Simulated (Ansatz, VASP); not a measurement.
**Two plane-wave programs on Os**

```xyz
2
Lattice="2.7111 0.0000 0.0000 -1.3556 2.3479 0.0000 0.0000 0.0000 4.2834" Properties=species:S:1:pos:R:3 pbc="T T T"
Os    0.0000    1.5653    1.0708
Os    1.3556    0.7826    3.2125
```

Change from the starting cell: volume scaled by 0.975, PAW files.

Alike in both runs: task electric field gradients; functional PBE; k mesh 15 × 15 × 9; occupations fermi-dirac, width 0.05 eV; no spin polarisation.

```csv
,VASP,Ansatz
version,VASP 6.6.1,Ansatz 0.2.0
potentials or method,"VASP PAW PBE potentials, release 64 (Os)","PAW with Ansatz's default frozen-core files, scalar-relativistic"
plane-wave cutoff (eV),520,420
valence electrons in the cell,16,32
```

```csv
,VASP,Ansatz,Ansatz less VASP
pressure (GPa),20.7,20.4,-0.29
"traceless stress, the component that is largest in VASP (GPa)",1.06,1.14,+0.086
size of Vzz on the site where it differs most (V/Å²),82.3,61.0,-21.28
```

VASP's potentials hold 16 valence electrons a cell and Ansatz's 32, so a difference there can come from the potentials and not from the codes.

Spin-orbit coupling is off throughout.
